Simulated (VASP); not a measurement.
# La (P6_3/mmc) in VASP: notebook

Runs on La. Level: PBE. Tasks: single point.

Program: VASP 6.6.1. These are calculated values, not measurements. Logs are shortened: lines on timing, memory, paths and dates and some standing lists are left out, and cuts for length are marked.

### Step 1. The cell of the first run

The structure is hexagonal, space group P6_3/mmc (No. 194). Conventional cell: a = 3.783 Å, b = 3.783 Å, c = 6.076 Å, α = 90.00°, β = 90.00°, γ = 120.00°. La (site symmetry -6m2) has 12 La at 3.74 to 3.78 Å within 4.9 Å.

### Step 2. Single point, PBE

INCAR reads:

```
PREC     = Accurate       # precision mode
ENCUT    = 520            # plane-wave cutoff, eV
EDIFF    = 1E-6           # SCF threshold, eV
ISMEAR   = -1             # smearing method
SIGMA    = 0.05           # smearing width, eV
LREAL    = False          # projectors in reciprocal space
LASPH    = True           # aspherical terms in the spheres
NELM     = 60             # most SCF steps
ALGO     = Normal         # electronic algorithm
ISIF     = 2              # what is computed and relaxed
LWAVE    = False          # write WAVECAR
LCHARG   = False          # write CHGCAR
GGA      = PE             # functional
NBANDS   = 18             # bands
```

KPOINTS reads:

```
Automatic mesh
0
Gamma
  12 12 7
```

POSCAR reads:

```
La
1.0
    3.7830588964      0.0000000000      0.0000000000
   -1.8915294482      3.2762251083      0.0000000000
    0.0000000000      0.0000000000      6.0761288827
La
2
Direct
    0.3333333333      0.6666666667      0.2500000000
    0.6666666667      0.3333333333      0.7500000000
```

Potentials or basis: VASP PAW PBE potentials, release 64 (La).

On the command line:

```console
> cat potpaw_PBE.64/La/POTCAR > POTCAR
> mpirun -np 1 vasp_std > vasp.out
```

OUTCAR:

```text
PREC = Accurate
   ENCUT = 520
   EDIFF = 1E-6
   ISMEAR = -1
   LREAL = False
   LASPH = True
   NELM = 60
   ISIF = 2
   GGA = PE

 ion  position               nearest neighbor table
   1  0.333  0.667  0.250-
   2  0.667  0.333  0.750-

  LATTYP: Found a hexagonal cell.
 ALAT       =     3.7830588964
 C/A-ratio  =     1.6061417623

  Lattice vectors:

 A1 = (   3.7830588964,   0.0000000000,   0.0000000000)
 A2 = (  -1.8915294482,   3.2762251083,   0.0000000000)
 A3 = (   0.0000000000,   0.0000000000,   6.0761288827)

Analysis of symmetry for initial positions (statically):
=====================================================================
 Subroutine PRICEL returns:
 Original cell was already a primitive cell.

 Routine SETGRP: Setting up the symmetry group for a
 hexagonal supercell.

 Subroutine GETGRP returns: Found 24 space group operations
 (whereof 12 operations were pure point group operations)
 out of a pool of 24 trial point group operations.

The static configuration has the point symmetry D_3d.
 The point group associated with its full space group is D_6h.

Analysis of symmetry for dynamics (positions and initial velocities):
=====================================================================
 Subroutine PRICEL returns:
 Original cell was already a primitive cell.

 Routine SETGRP: Setting up the symmetry group for a
 hexagonal supercell.

 Subroutine GETGRP returns: Found 24 space group operations
 (whereof 12 operations were pure point group operations)
 out of a pool of 24 trial point group operations.

The dynamic configuration has the point symmetry D_3d.
 The point group associated with its full space group is D_6h.

 Subroutine INISYM returns: Found 24 space group operations
 (whereof 12 operations are pure point group operations),
 and found     1 'primitive' translations

----------------------------------------------------------------------------------------

                                     Primitive cell

  volume of cell :      75.3085

  direct lattice vectors                    reciprocal lattice vectors
     3.783058896  0.000000000  0.000000000     0.264336355  0.152614666  0.000000000
    -1.891529448  3.276225108  0.000000000     0.000000000  0.305229332  0.000000000
     0.000000000  0.000000000  6.076128883     0.000000000  0.000000000  0.164578471

  length of vectors
     3.783058896  3.783058896  6.076128883     0.305229332  0.305229332  0.164578471

  position of ions in fractional coordinates (direct lattice)
     0.333333333  0.666666667  0.250000000
     0.666666667  0.333333333  0.750000000

  ion indices of the primitive-cell ions
   primitive index   ion index
                 1           1
                 2           2

----------------------------------------------------------------------------------------

 KPOINTS: Automatic mesh

Automatic generation of k-mesh.
 Grid dimensions read from file:
 generate k-points for:   12   12    7

 Generating k-lattice:

  Cartesian coordinates                     Fractional coordinates (reciprocal lattice)
     0.022028030  0.012717889  0.000000000     0.083333333  0.000000000  0.000000000
     0.000000000  0.025435778  0.000000000     0.000000000  0.083333333  0.000000000
     0.000000000  0.000000000  0.023511210     0.000000000  0.000000000  0.142857143

  Length of vectors
     0.025435778  0.025435778  0.023511210

  Shift w.r.t. Gamma in fractional coordinates (k-lattice)
     0.000000000  0.000000000  0.000000000

 Subroutine IBZKPT returns following result:
 ===========================================

 Found     76 irreducible k-points:

 Following reciprocal coordinates:
            Coordinates               Weight
  0.000000  0.000000  0.000000      1.000000
  0.083333  0.000000  0.000000      6.000000
  0.166667 -0.000000  0.000000      6.000000
  0.250000 -0.000000  0.000000      6.000000
  0.333333 -0.000000  0.000000      6.000000
  0.416667 -0.000000  0.000000      6.000000
[... 16 lines left out ...]
  0.250000 -0.000000  0.142857     12.000000
  0.333333 -0.000000  0.142857     12.000000
 [... further k-points ...]
   k-points           NKPTS =     76   k-points in BZ     NKDIM =     76   number of bands    NBANDS=     18
   number of dos      NEDOS =    301   number of ions     NIONS =      2
   total plane-waves  NPLWV =  37632
   dimension x,y,z NGX =    28 NGY =   28 NGZ =   48
   dimension x,y,z NGXF=    56 NGYF=   56 NGZF=   96
   ions per type =               2
   NGX,Y,Z   is equivalent  to a cutoff of  12.30, 12.30, 13.13 a.u.
   NGXF,Y,Z  is equivalent  to a cutoff of  24.61, 24.61, 26.27 a.u.
 SYSTEM =  unknown system
   PREC   = accura    normal or accurate (medium, high low for compatibility)
   ISTART =      0    job   : 0-new  1-cont  2-samecut
   ICHARG =      2    charge: 1-file 2-atom 10-const
   ISPIN  =      1    spin polarized calculation?
   LNONCOLLINEAR =      F non collinear calculations
   LSORBIT =      F    spin-orbit coupling
   LASPH  =      T    aspherical Exc in radial PAW
   ENCUT  =  520.0 eV  38.22 Ry    6.18 a.u.   7.03  7.03 11.30*2*pi/ulx,y,z
   NELM   =     60;   NELMIN=  2; NELMDL= -5     # of ELM steps
   EDIFF  = 0.1E-05   stopping-criterion for ELM
   LREAL  =      F    real-space projection
   EDIFFG = 0.1E-04   stopping-criterion for IOM
   NSW    =      0    number of steps for IOM
   IBRION =     -1    ionic relax: 0-MD 1-quasi-New 2-CG
   NFREE  =      0    steps in history (QN), initial steepest desc. (CG)
   ISIF   =      2    stress and relaxation
   ISYM   =      2    0-nonsym 1-usesym 2-fastsym
   POTIM  = 0.5000    time-step for ionic-motion
   TEBEG  =    0.0;   TEEND  =   0.0 temperature during run
   PSTRESS=    0.0 pullay stress
   NELECT =      22.0000    total number of electrons
   NUPDOWN=      -1.0000    fix difference up-down
   EMIN   =  10.00;   EMAX   =-10.00  energy-range for DOS
   EFERMI =   0.00;   METHOD = LEGACY
   ISMEAR =    -1;   SIGMA  =   0.05  broadening in eV -4-tet -1-fermi 0-gaus
   EFERMI_NEDOS =   21; number of points for ismear=-14 and -15
   IALGO  =     38    algorithm
   IMIX   =      4    mixing-type and parameters
     AMIX     =   0.40;   BMIX     =  1.00
     AMIX_MAG =   1.60;   BMIX_MAG =  1.00
  volume/ion in A,a.u.               =      37.65       254.10
  Fermi-wavevector in a.u.,A,eV,Ry     =   1.086262  2.052737 16.054390  1.179964
  Thomas-Fermi vector in A             =   2.222394
   LORBIT       =      0    0 simple, 1 ext, 2 COOP (PROOUT), +10 PAW based schemes
   GGA     = PE    functional components
   LHFCALC =     F    Hartree Fock is set to
   AEXX    =    0.0000 exact exchange contribution
   IVDW    =     0    specifies the selected vdW correction
   LEPSILON=     F    determine dielectric tensor
   LRPA    =     F    only Hartree local field effects (RPA)
 non-spin polarized calculation
  energy-cutoff  :      520.00
  volume of cell :       75.31
 maximum number of plane-waves:      2046
   NGX = 15   NGY = 15   NGZ = 23

 number of electron      21.9999997 magnetization

 Free energy of the ion-electron system (eV)
  ---------------------------------------------------
  ext. energy  EPLUGINS =         0.00000000
  ---------------------------------------------------
  free energy    TOTEN  =        -9.73202444 eV

  energy without entropy =       -9.70116335  energy(sigma->0) =       -9.71659390

 E-fermi :   7.7187     XC(G=0):  -9.5055

 val. band max:        7.6950175824   @ k =   0.3333   0.2500   0.4286
 cond. band min:       7.7299180875   @ k =   0.3333   0.3333   0.0000
 fundamental gap:      0.0349005052
 Fermi energy:         7.7186777305

 k-point     1 :       0.0000    0.0000    0.0000
  band No.  band energies     occupation
      1     -25.1554      2.00000
      2     -24.9584      2.00000
      3      -9.5148      2.00000
      4      -8.3767      2.00000
      5      -8.3767      2.00000
      6      -8.1924      2.00000
[... 10 lines left out ...]
     17       9.3994      0.00000
     18       9.4590      0.00000

 k-point     2 :       0.0833    0.0000    0.0000
  band No.  band energies     occupation
      1     -25.1450      2.00000
      2     -24.9537      2.00000
      3      -9.4868      2.00000
      4      -8.4474      2.00000
      5      -8.3992      2.00000
      6      -8.2653      2.00000
[... 10 lines left out ...]
     17       9.3983      0.00000
     18       9.4092      0.00000

 k-point     3 :       0.1667   -0.0000    0.0000
  band No.  band energies     occupation
      1     -25.1158      2.00000
      2     -24.9413      2.00000
      3      -9.4063      2.00000
      4      -8.6379      2.00000
      5      -8.4577      2.00000
      6      -8.4561      2.00000
[... 10 lines left out ...]
     17       9.4517      0.00000
     18       9.4687      0.00000

 k-point     4 :       0.2500   -0.0000    0.0000
  band No.  band energies     occupation
      1     -25.0738      2.00000
      2     -24.9259      2.00000
      3      -9.2834      2.00000
      4      -8.8913      2.00000
      5      -8.6994      2.00000
      6      -8.5329      2.00000
[... 10 lines left out ...]
     17       9.5180      0.00000
     18       9.5193      0.00000

 k-point     5 :       0.3333   -0.0000    0.0000
  band No.  band energies     occupation
      1     -25.0282      2.00000
      2     -24.9137      2.00000
      3      -9.1365      2.00000
      4      -9.1362      2.00000
      5      -8.9267      2.00000
      6      -8.6040      2.00000
[... 10 lines left out ...]
     17       9.4884      0.00000
     18       9.5605      0.00000

 k-point     6 :       0.4167   -0.0000    0.0000
  band No.  band energies     occupation
      1     -24.9901      2.00000
      2     -24.9090      2.00000
      3      -9.3106      2.00000
      4      -9.0852      2.00000
      5      -8.9965      2.00000
      6      -8.6542      2.00000
[... 307 lines left out ...]
 k-point    21 :       0.0833    0.0000    0.1429
  band No.  band energies     occupation
      1     -25.1358      2.00000
      2     -24.9635      2.00000
      3      -9.4297      2.00000
      4      -8.4366      2.00000
      5      -8.3896      2.00000
      6      -8.3081      2.00000
[... 10 lines left out ...]
     17       9.3870      0.00000
     18       9.4679      0.00000

 k-point    22 :       0.1667   -0.0000    0.1429
  band No.  band energies     occupation
      1     -25.1073      2.00000
      2     -24.9502      2.00000
      3      -9.3608      2.00000
      4      -8.6213      2.00000
      5      -8.4988      2.00000
      6      -8.4466      2.00000
[... 10 lines left out ...]
     17       9.4534      0.00000
     18       9.5163      0.00000

 k-point    23 :       0.2500   -0.0000    0.1429
  band No.  band energies     occupation
      1     -25.0666      2.00000
      2     -24.9334      2.00000
      3      -9.2689      2.00000
      4      -8.8565      2.00000
      5      -8.7353      2.00000
      6      -8.5201      2.00000
[... 10 lines left out ...]
     17       9.4833      0.00000
     18       9.5241      0.00000

 k-point    24 :       0.3333   -0.0000    0.1429
  band No.  band energies     occupation
      1     -25.0226      2.00000
      2     -24.9194      2.00000
      3      -9.2461      2.00000
      4      -9.0225      2.00000
      5      -8.9264      2.00000
      6      -8.5899      2.00000
[... 10 lines left out ...]
     17       9.4851      0.00000
     18       9.5505      0.00000

 [... further k-points ...]
[... 5 lines left out ...]
  --------------------------------------------------------------------------------------
  -------------------------------------------------------------------------------------
  Total        0.0429375      0.0429375      0.0501801      0.0000000     -0.0000000      0.0000000
  in kB        0.9134895      0.9134895      1.0675744      0.0000000     -0.0000000      0.0000000
  external PRESSURE =       0.9648511 kB  Pullay stress =       0.0000000 kB

 VOLUME and BASIS-vectors are now :
 -----------------------------------------------------------------------------
  energy-cutoff  :      520.00
  volume of cell :       75.31
      direct lattice vectors                 reciprocal lattice vectors
     3.783058896  0.000000000  0.000000000     0.264336355  0.152614666  0.000000000
    -1.891529448  3.276225108  0.000000000     0.000000000  0.305229332  0.000000000
     0.000000000  0.000000000  6.076128883     0.000000000  0.000000000  0.164578471

 POSITION                                       TOTAL-FORCE (eV/Angst)
 -----------------------------------------------------------------------------------
     -0.00000      2.18415      1.51903        -0.000000      0.000000      0.000000
      1.89153      1.09208      4.55710         0.000000      0.000000      0.000000
 -----------------------------------------------------------------------------------
    total drift:                               -0.000000      0.000000     -0.000000

  FREE ENERGIE OF THE ION-ELECTRON SYSTEM (eV)
  ---------------------------------------------------
  free  energy   TOTEN  =        -9.7320244390 eV

  energy  without entropy=       -9.7011633527  energy(sigma->0) =       -9.71659390
```

Wall time 2 min (1 thread of Oxide Virtual Turin-like, shared host); peak memory 0.22 GiB.

Results:

```yaml
Free_energy: -9.7320 eV
Pressure: 0.1 GPa
Band_gap_on_the_k_mesh: zero (band 11 reaches 8.84 eV, above the bottom of band 12 at 7.50 eV)
```

Caveat: spin-orbit coupling is left out, which moves the levels of the heavy elements.

(Continued in part 2 of 2.)
